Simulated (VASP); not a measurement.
Wanted: the native input for a VASP 6.6.1 run.

* Task: single point
* Functional: PBEsol
* Potentials or basis: VASP PAW PBE potentials, release 64 (Be, C)
* Cutoff: 600 eV
* k mesh: 7 × 7 × 7
* Occupations: fermi-dirac, width 0.01 eV
* Spin: no spin polarisation
* Dipole correction: no
* Further INCAR settings: ALGO = Normal; EDIFF = 1e-06; NBANDS = 11

The structure of Be2C lies in POSCAR:

```
Be2C
1.0
    0.0000000000      2.1864370377      2.1864370377
    2.1864370377      0.0000000000      2.1864370377
    2.1864370377      2.1864370377      0.0000000000
Be C
2 1
Direct
    0.2500000000      0.2500000000      0.2500000000
    0.7500000000      0.7500000000      0.7500000000
    0.0000000000      0.0000000000      0.0000000000
```

The input as run:

INCAR

```
SYSTEM = Be2C
PREC = Accurate ; ENCUT = 600
EDIFF = 1E-6 ; ISMEAR = -1
SIGMA = 0.01 ; LREAL = .False.
LASPH = .True. ; NELM = 120
ALGO = Normal ; ISIF = 2
LWAVE = .False. ; LCHARG = .False.
GGA = PS ; NBANDS = 11
GGA_COMPAT = .False.
```

KPOINTS

```
regular mesh
0
Gamma
  7 7 7
  0 0 0
```

Potentials or basis: VASP PAW PBE potentials, release 64 (Be, C).

Launch:

```bash
$ cat potpaw_PBE.64/Be/POTCAR potpaw_PBE.64/C/POTCAR > POTCAR
$ mpirun -np 1 vasp_std > vasp.out
```

Results of the run:

```yaml
Pressure: -7.7 GPa
Band_gap_on_the_k_mesh: 1.28 eV, indirect (least direct gap 4.03 eV)
```

Caveat: the PAW data sets were made with another functional, which shifts forces and pressure a little.

Wall time 4.6 s on 1 thread of Intel(R) Xeon(R) Platinum 8559C (Emerald Rapids) (shared host), peak memory 0.15 GiB.
